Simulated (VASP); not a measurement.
Input of a VASP 6.6.1 run:

The input INCAR:

```
SYSTEM = HfMoC2
PREC = Accurate
ENCUT = 520
EDIFF = 1E-6
ISMEAR = -1
SIGMA = 0.05
LREAL = .False.
LASPH = .True.
NELM = 100
ALGO = Normal
ISIF = 2
LWAVE = .False.
LCHARG = .True.
GGA = PE
LELF = .True.
LVHAR = .True.
NBANDS = 24
```

Contents of KPOINTS:

```
regular mesh
0
Gamma
  8 8 6
  0 0 0
```

Contents of POSCAR:

```
HfMoC2
1.0
    3.2540158126      0.0000000000      0.0000000000
    0.0000000000      3.2540158126      0.0000000000
    0.0000000000      0.0000000000      4.5731307251
Hf Mo C
1 1 2
Direct
    0.0000000000      0.0000000000      0.0000000000
    0.5000000000      0.5000000000      0.5000000000
    0.5000000000      0.5000000000      0.0000000000
    0.0000000000      0.0000000000      0.5000000000
```

Potentials or basis: VASP PAW PBE potentials, release 64 (Hf_pv, Mo_sv, C).

Launch:

```console
$ cat potpaw_PBE.64/Hf_pv/POTCAR potpaw_PBE.64/Mo_sv/POTCAR potpaw_PBE.64/C/POTCAR > POTCAR
$ mpirun -np 1 vasp_std > vasp.out
```

Problem. Estimate the pressure.

Solution. -15.5 GPa.

Problem. Predict the band gap on the k mesh.

Solution. Zero (bands 16 and 17 overlap by 2.17 eV).

Stress tensor (GPa, compression positive):
```
-14.20   0.00   0.00
  0.00 -14.20   0.00
  0.00   0.00 -18.04
```

Caveat: the cell stands under tension; spin-orbit coupling is left out, which moves the levels of the heavy elements.
